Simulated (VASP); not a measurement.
# LuH2 (Fm-3m) in VASP: notebook

The runs below take LuH2 through single point, with PBEsol.

All numbers are computed with VASP 6.6.1; they aren't measurements. Logs are shortened: lines on timing, memory, paths and dates and some standing lists are left out, and cuts for length are marked.

### 1 The cell of the first run

It takes space group Fm-3m (No. 225, cubic). Conventional cell: a = 4.855 Å, b = 4.855 Å, c = 4.855 Å, α = 90.00°, β = 90.00°, γ = 90.00°. Within 2.8 Å of Lu (site symmetry m-3m) lie 8 H at 2.10 Å. H (site symmetry -43m) has 4 Lu at 2.10 Å and 6 H at 2.43 Å within 2.8 Å.

### 2 Single point, PBEsol

Input file INCAR:

```
  PREC = Accurate
  ENCUT = 520
  EDIFF = 1E-6
  ISMEAR = -1
  SIGMA = 0.1
  LREAL = F
  LASPH = T
  NELM = 80
  ALGO = Normal
  ISIF = 2
  LWAVE = F
  LCHARG = F
  GGA = PS
  NBANDS = 20
```

Input file KPOINTS:

```
regular mesh
0
Gamma
  14 14 14
```

Input file POSCAR:

```
LuH2
1.0
    0.0000000000      2.4276998878      2.4276998878
    2.4276998878      0.0000000000      2.4276998878
    2.4276998878      2.4276998878      0.0000000000
Lu H
1 2
Direct
    0.0000000000      0.0000000000      0.0000000000
    0.2500000000      0.2500000000      0.2500000000
    0.7500000000      0.7500000000      0.7500000000
```

Potentials or basis: VASP PAW PBE potentials, release 64 (Lu, H).

The run is started by

```bash
cat potpaw_PBE.64/Lu/POTCAR potpaw_PBE.64/H/POTCAR > POTCAR
mpirun -np 1 vasp_std > vasp.out
```

OUTCAR:

```text
PREC = Accurate
   ENCUT = 520
   EDIFF = 1E-6
   ISMEAR = -1
   LREAL = F
   LASPH = T
   NELM = 80
   ISIF = 2
   GGA = PS

 ion  position               nearest neighbor table
   1  0.000  0.000  0.000-   2 2.10   3 2.10   3 2.10   3 2.10   3 2.10   2 2.10   2 2.10   2 2.10

   2  0.250  0.250  0.250-   1 2.10   1 2.10   1 2.10   1 2.10
   3  0.750  0.750  0.750-   1 2.10   1 2.10   1 2.10   1 2.10

  LATTYP: Found a face centered cubic cell.
 ALAT       =     4.8553997756

  Lattice vectors:

 A1 = (   0.0000000000,   2.4276998878,   2.4276998878)
 A2 = (   2.4276998878,   0.0000000000,   2.4276998878)
 A3 = (   2.4276998878,   2.4276998878,   0.0000000000)

Analysis of symmetry for initial positions (statically):
=====================================================================
 Subroutine PRICEL returns:
 Original cell was already a primitive cell.

 Routine SETGRP: Setting up the symmetry group for a
 face centered cubic supercell.

 Subroutine GETGRP returns: Found 48 space group operations
 (whereof 48 operations were pure point group operations)
 out of a pool of 48 trial point group operations.

The static configuration has the point symmetry O_h .

Analysis of symmetry for dynamics (positions and initial velocities):
=====================================================================
 Subroutine PRICEL returns:
 Original cell was already a primitive cell.

 Routine SETGRP: Setting up the symmetry group for a
 face centered cubic supercell.

 Subroutine GETGRP returns: Found 48 space group operations
 (whereof 48 operations were pure point group operations)
 out of a pool of 48 trial point group operations.

The dynamic configuration has the point symmetry O_h .

 Subroutine INISYM returns: Found 48 space group operations
 (whereof 48 operations are pure point group operations),
 and found     1 'primitive' translations

----------------------------------------------------------------------------------------

                                     Primitive cell

  volume of cell :      28.6164

  direct lattice vectors                    reciprocal lattice vectors
     0.000000000  2.427699888  2.427699888    -0.205956264  0.205956264  0.205956264
     2.427699888  0.000000000  2.427699888     0.205956264 -0.205956264  0.205956264
     2.427699888  2.427699888  0.000000000     0.205956264  0.205956264 -0.205956264

  length of vectors
     3.433286107  3.433286107  3.433286107     0.356726714  0.356726714  0.356726714

  position of ions in fractional coordinates (direct lattice)
     0.000000000  0.000000000  0.000000000
     0.250000000  0.250000000  0.250000000
     0.750000000  0.750000000  0.750000000

  ion indices of the primitive-cell ions
   primitive index   ion index
                 1           1
                 2           2
                 3           3

----------------------------------------------------------------------------------------

 KPOINTS: regular mesh

Automatic generation of k-mesh.
 Grid dimensions read from file:
 generate k-points for:   14   14   14

 Generating k-lattice:

  Cartesian coordinates                     Fractional coordinates (reciprocal lattice)
    -0.014711162  0.014711162  0.014711162     0.071428571  0.000000000  0.000000000
     0.014711162 -0.014711162  0.014711162     0.000000000  0.071428571  0.000000000
     0.014711162  0.014711162 -0.014711162     0.000000000  0.000000000  0.071428571

  Length of vectors
     0.025480480  0.025480480  0.025480480

  Shift w.r.t. Gamma in fractional coordinates (k-lattice)
     0.000000000  0.000000000  0.000000000

 Subroutine IBZKPT returns following result:
 ===========================================

 Found    104 irreducible k-points:

 Following reciprocal coordinates:
            Coordinates               Weight
  0.000000  0.000000  0.000000      1.000000
  0.071429  0.000000  0.000000      8.000000
  0.142857  0.000000  0.000000      8.000000
  0.214286  0.000000  0.000000      8.000000
  0.285714  0.000000  0.000000      8.000000
  0.357143  0.000000  0.000000      8.000000
[... 16 lines left out ...]
  0.214286  0.142857  0.000000     24.000000
  0.285714  0.142857  0.000000     24.000000
 [... further k-points ...]
   k-points           NKPTS =    104   k-points in BZ     NKDIM =    104   number of bands    NBANDS=     20
   number of dos      NEDOS =    301   number of ions     NIONS =      3
   total plane-waves  NPLWV =  21952
   dimension x,y,z NGX =    28 NGY =   28 NGZ =   28
   dimension x,y,z NGXF=    56 NGYF=   56 NGZF=   56
   ions per type =               1   2
   NGX,Y,Z   is equivalent  to a cutoff of  13.56, 13.56, 13.56 a.u.
   NGXF,Y,Z  is equivalent  to a cutoff of  27.12, 27.12, 27.12 a.u.
 SYSTEM =  unknown system
   PREC   = accura    normal or accurate (medium, high low for compatibility)
   ISTART =      0    job   : 0-new  1-cont  2-samecut
   ICHARG =      2    charge: 1-file 2-atom 10-const
   ISPIN  =      1    spin polarized calculation?
   LNONCOLLINEAR =      F non collinear calculations
   LSORBIT =      F    spin-orbit coupling
   LASPH  =      T    aspherical Exc in radial PAW
   ENCUT  =  520.0 eV  38.22 Ry    6.18 a.u.   6.38  6.38  6.38*2*pi/ulx,y,z
   NELM   =     80;   NELMIN=  2; NELMDL= -5     # of ELM steps
   EDIFF  = 0.1E-05   stopping-criterion for ELM
   LREAL  =      F    real-space projection
   EDIFFG = 0.1E-04   stopping-criterion for IOM
   NSW    =      0    number of steps for IOM
   IBRION =     -1    ionic relax: 0-MD 1-quasi-New 2-CG
   NFREE  =      0    steps in history (QN), initial steepest desc. (CG)
   ISIF   =      2    stress and relaxation
   ISYM   =      2    0-nonsym 1-usesym 2-fastsym
   POTIM  = 0.5000    time-step for ionic-motion
   TEBEG  =    0.0;   TEEND  =   0.0 temperature during run
   PSTRESS=    0.0 pullay stress
   NELECT =      27.0000    total number of electrons
   NUPDOWN=      -1.0000    fix difference up-down
   EMIN   =  10.00;   EMAX   =-10.00  energy-range for DOS
   EFERMI =   0.00;   METHOD = LEGACY
   ISMEAR =    -1;   SIGMA  =   0.10  broadening in eV -4-tet -1-fermi 0-gaus
   EFERMI_NEDOS =   21; number of points for ismear=-14 and -15
   IALGO  =     38    algorithm
   IMIX   =      4    mixing-type and parameters
     AMIX     =   0.40;   BMIX     =  1.00
     AMIX_MAG =   1.60;   BMIX_MAG =  1.00
  volume/ion in A,a.u.               =       9.54        64.37
  Fermi-wavevector in a.u.,A,eV,Ry     =   1.605675  3.034287 35.078452  2.578194
  Thomas-Fermi vector in A             =   2.701984
   LORBIT       =      0    0 simple, 1 ext, 2 COOP (PROOUT), +10 PAW based schemes
   GGA     = PS    functional components
   LHFCALC =     F    Hartree Fock is set to
   AEXX    =    0.0000 exact exchange contribution
   IVDW    =     0    specifies the selected vdW correction
   LEPSILON=     F    determine dielectric tensor
   LRPA    =     F    only Hartree local field effects (RPA)
 non-spin polarized calculation
  energy-cutoff  :      520.00
  volume of cell :       28.62
 maximum number of plane-waves:       785
 NGX is ok and might be reduce to    28
   NGX = 13   NGY = 13   NGZ = 13

 number of electron      27.0000006 magnetization

 Free energy of the ion-electron system (eV)
  ---------------------------------------------------
  ext. energy  EPLUGINS =         0.00000000
  ---------------------------------------------------
  free energy    TOTEN  =       -13.66427941 eV

  energy without entropy =      -13.64518091  energy(sigma->0) =      -13.65473016

 E-fermi :   2.8863     XC(G=0): -11.7310

 val. band max:        2.8284265317   @ k =  -0.3571   0.2143   0.0000
 cond. band min:       2.9012332523   @ k =   0.4286   0.2143   0.0000
 fundamental gap:      0.0728067205
 Fermi energy:         2.8862785007

 k-point     1 :       0.0000    0.0000    0.0000
  band No.  band energies     occupation
      1     -52.8860      2.00000
      2     -23.3547      2.00000
      3     -23.3547      2.00000
      4     -23.3547      2.00000
      5      -6.7764      2.00000
      6      -2.1221      2.00000
[... 12 lines left out ...]
     19      13.7608      0.00000
     20      16.0414      0.00000

 k-point     2 :       0.0714    0.0000    0.0000
  band No.  band energies     occupation
      1     -52.8842      2.00000
      2     -23.3893      2.00000
      3     -23.3587      2.00000
      4     -23.3587      2.00000
      5      -6.6395      2.00000
      6      -2.1271      2.00000
[... 12 lines left out ...]
     19      13.0923      0.00000
     20      16.3679      0.00000

 k-point     3 :       0.1429    0.0000    0.0000
  band No.  band energies     occupation
      1     -52.8791      2.00000
      2     -23.4847      2.00000
      3     -23.3700      2.00000
      4     -23.3700      2.00000
      5      -6.2495      2.00000
      6      -2.1418      2.00000
[... 12 lines left out ...]
     19      12.1309      0.00000
     20      17.2714      0.00000

 k-point     4 :       0.2143    0.0000    0.0000
  band No.  band energies     occupation
      1     -52.8717      2.00000
      2     -23.6188      2.00000
      3     -23.3863      2.00000
      4     -23.3863      2.00000
      5      -5.6698      2.00000
      6      -2.1627      2.00000
[... 12 lines left out ...]
     19      11.6285      0.00000
     20      16.0118      0.00000

 k-point     5 :       0.2857    0.0000    0.0000
  band No.  band energies     occupation
      1     -52.8635      2.00000
      2     -23.7629      2.00000
      3     -23.4042      2.00000
      4     -23.4042      2.00000
      5      -5.0156      2.00000
      6      -2.1765      2.00000
[... 12 lines left out ...]
     19      12.1851      0.00000
     20      13.9673      0.00000
[... 353 lines left out ...]
      6      -2.1357      2.00000
[... 12 lines left out ...]
     19      12.5640      0.00000
     20      16.3618      0.00000

 k-point    22 :       0.1429    0.1429    0.0000
  band No.  band energies     occupation
      1     -52.8768      2.00000
      2     -23.4864      2.00000
      3     -23.3955      2.00000
      4     -23.3955      2.00000
      5      -6.0615      2.00000
      6      -2.1527      2.00000
[... 12 lines left out ...]
     19      12.6980      0.00000
     20      16.5837      0.00000

 k-point    23 :       0.2143    0.1429    0.0000
  band No.  band energies     occupation
      1     -52.8713      2.00000
      2     -23.5739      2.00000
      3     -23.4158      2.00000
      4     -23.4123      2.00000
      5      -5.6100      2.00000
      6      -2.1754      2.00000
[... 12 lines left out ...]
     19      12.5119      0.00000
     20      16.4447      0.00000

 k-point    24 :       0.2857    0.1429    0.0000
  band No.  band energies     occupation
      1     -52.8641      2.00000
      2     -23.6909      2.00000
      3     -23.4360      2.00000
      4     -23.4334      2.00000
      5      -5.0012      2.00000
      6      -2.2041      2.00000
[... 12 lines left out ...]
     19      12.3543      0.00000
     20      14.6517      0.00000

 [... further k-points ...]
[... 5 lines left out ...]
  --------------------------------------------------------------------------------------
  -------------------------------------------------------------------------------------
  Total        1.3159216      1.3159216      1.3159216     -0.0000000      0.0000000     -0.0000000
  in kB       73.6759289     73.6759289     73.6759289     -0.0000000      0.0000000     -0.0000000
  external PRESSURE =      73.6759289 kB  Pullay stress =       0.0000000 kB

 VOLUME and BASIS-vectors are now :
 -----------------------------------------------------------------------------
  energy-cutoff  :      520.00
  volume of cell :       28.62
      direct lattice vectors                 reciprocal lattice vectors
     0.000000000  2.427699888  2.427699888    -0.205956264  0.205956264  0.205956264
     2.427699888  0.000000000  2.427699888     0.205956264 -0.205956264  0.205956264
     2.427699888  2.427699888  0.000000000     0.205956264  0.205956264 -0.205956264

 POSITION                                       TOTAL-FORCE (eV/Angst)
 -----------------------------------------------------------------------------------
      0.00000      0.00000      0.00000        -0.000000      0.000000      0.000000
      1.21385      1.21385      1.21385         0.000000      0.000000      0.000000
      3.64155      3.64155      3.64155        -0.000000     -0.000000     -0.000000
 -----------------------------------------------------------------------------------
    total drift:                               -0.000000     -0.000000      0.000000

  FREE ENERGIE OF THE ION-ELECTRON SYSTEM (eV)
  ---------------------------------------------------
  free  energy   TOTEN  =       -13.6642794146 eV

  energy  without entropy=      -13.6451809065  energy(sigma->0) =      -13.65473016
```

Run time: 33 s. Hardware: 1 thread of AMD EPYC 9R45 (Zen 5), shared host; peak memory 0.19 GiB.

What came out:

| Item | Value |
| --- | --- |
| Free energy | -13.6643 eV |
| Pressure | 7.4 GPa |

Levels at points of the mesh, in eV from the Fermi level:
```csv
k point,band 11,band 12,band 13,band 14,band 15,band 16
"(0.00, 0.00, 0.00)",-4.50,-4.50,-0.12,1.50,1.50,1.50
"(0.50, 0.00, 0.00)",-4.52,-4.49,-3.56,1.56,1.56,5.30
"(0.50, 0.50, 0.00)",-4.53,-4.53,-3.59,-2.54,6.68,6.78
```

Caveat: the PAW data sets were made with another functional, which shifts forces and pressure a little; spin-orbit coupling is left out, which moves the levels of the heavy elements.

### 3 Single point, PBEsol

This run uses another cell than the first one, of 9.78 Å³/atom, 1.025 times its volume.

Input file INCAR:

```
ALGO = Normal
EDIFF = 1E-6
ENCUT = 520
GGA = PS
ISIF = 2
ISMEAR = -1
LASPH = T
LCHARG = F
LREAL = F
LWAVE = F
NBANDS = 20
NELM = 60
PREC = Accurate
SIGMA = 0.1
```

Input file KPOINTS:

```
k-points
0
Gamma
  14 14 14
```

Input file POSCAR:

```
LuH2
1.0
    0.0000000000      2.4480636588      2.4480636588
    2.4480636588      0.0000000000      2.4480636588
    2.4480636588      2.4480636588      0.0000000000
Lu H
1 2
Direct
    0.0000000000      0.0000000000      0.0000000000
    0.2500000000      0.2500000000      0.2500000000
    0.7500000000      0.7500000000      0.7500000000
```

Potentials or basis: VASP PAW PBE potentials, release 64 (Lu, H).

The run is started by

```bash
cat potpaw_PBE.64/Lu/POTCAR potpaw_PBE.64/H/POTCAR > POTCAR
mpirun -np 1 vasp_std > vasp.out
```

Wall time 34 s (1 thread of AMD EPYC 9R45 (Zen 5), shared host); peak memory 0.18 GiB.

The run converged. Its results:

```yaml
Free_energy: -13.6917 eV
Pressure: 4.4 GPa
```

Levels at points of the mesh, in eV from the Fermi level:
```csv
k point,band 9,band 10,band 11,band 12,band 13,band 14,band 15,band 16,band 17,band 18
"(0.00, 0.00, 0.00)",-4.66,-4.57,-4.57,-4.57,-0.19,1.47,1.47,1.47,4.57,4.57
"(0.50, 0.00, 0.00)",-4.64,-4.59,-4.59,-4.57,-3.64,1.54,1.54,5.21,6.27,6.27
"(0.50, 0.50, 0.00)",-4.65,-4.62,-4.61,-4.61,-3.68,-2.49,6.50,6.59,6.59,7.12
```

Caveat: the PAW data sets were made with another functional, which shifts forces and pressure a little; spin-orbit coupling is left out, which moves the levels of the heavy elements.

### 4 Single point, PBEsol

This run uses another cell than the first one, of 9.96 Å³/atom, 1.044 times its volume.

Input file INCAR:

```
ALGO = Normal
EDIFF = 1E-7
ENCUT = 520
GGA = PS
ISIF = 2
ISMEAR = -1
LASPH = T
LCHARG = F
LREAL = F
LWAVE = F
NBANDS = 20
NELM = 80
PREC = Accurate
SIGMA = 0.1
```

KPOINTS is that of step 3.

Input file POSCAR:

```
LuH2
1.0
    0.0000000000      2.4631657976      2.4631657976
    2.4631657976      0.0000000000      2.4631657976
    2.4631657976      2.4631657976      0.0000000000
Lu H
1 2
Direct
    0.0000000000      0.0000000000      0.0000000000
    0.2500000000      0.2500000000      0.2500000000
    0.7500000000      0.7500000000      0.7500000000
```

The run is started by

```bash
cat potpaw_PBE.64/Lu/POTCAR potpaw_PBE.64/H/POTCAR > POTCAR
mpirun -np 1 vasp_std > vasp.out
```

It took 37 s on 1 thread of AMD EPYC 9R45 (Zen 5), shared host; peak memory 0.18 GiB.

The run converged. Its results:

- Free energy: -13.7038 eV
- Pressure: 2.3 GPa

Levels at points of the mesh, in eV from the Fermi level:
```
           k point  band 11  band 12  band 13  band 14  band 15  band 16
(0.00, 0.00, 0.00)    -4.63    -4.63    -0.25     1.45     1.45     1.45
(0.50, 0.00, 0.00)    -4.65    -4.63    -3.70     1.52     1.52     5.14
(0.50, 0.50, 0.00)    -4.66    -4.66    -3.74    -2.45     6.37     6.46
```

Caveat: the PAW data sets were made with another functional, which shifts forces and pressure a little; spin-orbit coupling is left out, which moves the levels of the heavy elements.

### 5 Single point, PBEsol

This run uses another cell than the first one, of 10.06 Å³/atom, 1.055 times its volume.

Input file INCAR:

```
PREC     = Accurate       # precision mode
ENCUT    = 520            # plane-wave cutoff, eV
EDIFF    = 1E-6           # SCF threshold, eV
ISMEAR   = -1             # smearing method
SIGMA    = 0.1            # smearing width, eV
LREAL    = F              # projectors in reciprocal space
LASPH    = T              # aspherical terms in the spheres
NELM     = 60             # most SCF steps
ALGO     = Normal         # electronic algorithm
ISIF     = 2              # what is computed and relaxed
LWAVE    = F              # write WAVECAR
LCHARG   = F              # write CHGCAR
GGA      = PS             # functional
NBANDS   = 20             # bands
```

Input file KPOINTS:

```
Automatic mesh
0
Gamma
  14 14 14
```

Input file POSCAR:

```
LuH2
1.0
    0.0000000000      2.4712687312      2.4712687312
    2.4712687312      0.0000000000      2.4712687312
    2.4712687312      2.4712687312      0.0000000000
Lu H
1 2
Direct
    0.0000000000      0.0000000000      0.0000000000
    0.2500000000      0.2500000000      0.2500000000
    0.7500000000      0.7500000000      0.7500000000
```

The run is started by

```bash
cat potpaw_PBE.64/Lu/POTCAR potpaw_PBE.64/H/POTCAR > POTCAR
mpirun -np 1 vasp_std > vasp.out
```

Wall time 34 s (1 thread of AMD EPYC 9R45 (Zen 5), shared host); peak memory 0.19 GiB.

The run converged. Its results:

- Free energy: -13.7075 eV
- Pressure: 1.3 GPa

Levels at points of the mesh, in eV from the Fermi level:
```csv
k point,band 11,band 12,band 13,band 14,band 15,band 16
"(0.00, 0.00, 0.00)",-4.66,-4.66,-0.28,1.43,1.43,1.43
"(0.50, 0.00, 0.00)",-4.68,-4.66,-3.73,1.51,1.51,5.11
"(0.50, 0.50, 0.00)",-4.69,-4.69,-3.77,-2.43,6.30,6.39
```

Caveat: the PAW data sets were made with another functional, which shifts forces and pressure a little; spin-orbit coupling is left out, which moves the levels of the heavy elements.

(Continued in part 2 of 2.)
